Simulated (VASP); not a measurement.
Write the native input for VASP 6.6.1 that does the following.

| Item | Value |
| --- | --- |
| Task | relaxation of cell and atoms |
| Functional | PBE |
| Potentials or basis | VASP PAW PBE potentials, release 64 (Sm_3, Ta_pv), 4f in core |
| Cutoff | 500 eV |
| k mesh | 5 × 5 × 5 |
| Occupations | gaussian, width 0.2 eV |
| Spin | no spin polarisation |
| Dipole correction | no |
| Mended | yes |
| Further INCAR settings | ALGO = Normal; EDIFF = 1e-07; IBRION = 2; EDIFFG = -0.08; NSW = 36; ISIF = 3 |

The structure of Sm3Ta lies in POSCAR:

```
Sm3Ta
1.0
    0.0000000000      3.6413439000      3.6413439000
    3.6413439000      0.0000000000      3.6413439000
    3.6413439000      3.6413439000      0.0000000000
Sm Ta
3 1
Direct
    0.2500000000      0.2500000000      0.2500000000
    0.7500000000      0.7500000000      0.7500000000
    0.0000000000      0.0000000000      0.0000000000
    0.5000000000      0.5000000000      0.5000000000
```

The cell was built from a structure type or drawn by symmetry, and may not be a known phase.

The input as run:

INCAR

```
ALGO     = Normal         # electronic algorithm
EDIFF    = 1E-7           # SCF threshold, eV
EDIFFG   = -0.08          # ionic threshold
ENCUT    = 500            # plane-wave cutoff, eV
GGA      = PE             # functional
GGA_COMPAT= F            
IBRION   = 2              # ionic algorithm
ISIF     = 3              # what is computed and relaxed
ISMEAR   = 0              # smearing method
LASPH    = T              # aspherical terms in the spheres
LCHARG   = F              # write CHGCAR
LMAXMIX  = 6              # l up to which the mixer works
LREAL    = F              # projectors in reciprocal space
LWAVE    = F              # write WAVECAR
NELM     = 200            # most SCF steps
NELMIN   = 4            
NSW      = 36             # ionic steps
PREC     = Accurate       # precision mode
SIGMA    = 0.2            # smearing width, eV
```

KPOINTS

```
k-points
0
Gamma
  5 5 5
```

Potentials or basis: VASP PAW PBE potentials, release 64 (Sm_3, Ta_pv), 4f in core.

The run is started by

```bash
$ cat potpaw_PBE.64/Sm_3/POTCAR potpaw_PBE.64/Ta_pv/POTCAR > POTCAR
$ mpirun -np 1 vasp_std > vasp.out
```

Results of the run:

```yaml
Relaxed_volume: 27.75 Å³/atom
Relaxed_cell: a = 5.395 Å, b = 5.395 Å, c = 5.395 Å, α = 60.00°, β = 60.00°, γ = 60.00°
Space_group_after_relaxing_to_0.1_Å: Fm-3m (No. 225)
Energy_gained_by_relaxing: 94.9 meV/atom
Ionic_steps: 3
Pressure_after_relaxing: 0.0 GPa
Band_gap_on_the_k_mesh: zero (bands 22 and 23 overlap by 0.13 eV)
```

Caveat: spin-orbit coupling is left out, which moves the levels of the heavy elements; the 4f electrons are frozen in the core, so they carry no moment and show no levels.

It took 100 s on 1 thread of Intel(R) Xeon(R) 6975P-C (Granite Rapids), with other jobs on the host, peak memory 0.24 GiB.
